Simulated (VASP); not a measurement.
Here is a VASP 6.6.1 calculation.

The input INCAR:

```
ALGO = Normal ; EDIFF = 1E-6
ENCUT = 500 ; GGA = PE
GGA_COMPAT = False ; ISIF = 2
ISMEAR = 0 ; LASPH = True
LCHARG = True ; LELF = True
LREAL = False ; LVHAR = True
LWAVE = False ; NBANDS = 46
NELM = 120 ; PREC = Accurate
SIGMA = 0.01
```

The input KPOINTS:

```
k-points
0
Gamma
  6 6 6
```

The input POSCAR:

```
ZnGeP2
1.0
   -2.7233306690      2.7233306690      5.3656199548
    2.7233306690     -2.7233306690      5.3656199548
    2.7233306690      2.7233306690     -5.3656199548
Zn Ge P
2 2 4
Direct
    0.0000000000      0.0000000000      0.0000000000
    0.7500000000      0.2500000000      0.5000000000
    0.5000000000      0.5000000000      0.0000000000
    0.2500000000      0.7500000000      0.5000000000
    0.3750000000      0.3792106962      0.5042106962
    0.6207893038      0.1250000000      0.9957893038
    0.8750000000      0.8707893038      0.4957893038
    0.1292106962      0.6250000000      0.0042106962
```

Potentials or basis: VASP PAW PBE potentials, release 64 (Zn, Ge_d, P).

Run with:

```bash
$ cat potpaw_PBE.64/Zn/POTCAR potpaw_PBE.64/Ge_d/POTCAR potpaw_PBE.64/P/POTCAR > POTCAR
$ mpirun -np 1 vasp_std > vasp.out
```

**Question.** Predict the pressure.

**Answer.** 2.4 GPa.

**Question.** What does it give for the band gap on the k mesh?

**Answer.** 1.25 eV (least direct gap 1.40 eV).

**Question.** What does it give for the largest force?

**Answer.** 0.068 eV/Å.

Forces on the atoms (eV/Å):
```
Zn   0.000  0.000  0.000
Zn   0.000  0.000  0.000
Ge   0.000  0.000  0.000
Ge   0.000  0.000  0.000
P   -0.068  0.000  0.000
P    0.000  0.068  0.000
P    0.068  0.000  0.000
P    0.000 -0.068  0.000
```

A k mesh can miss the band edges.
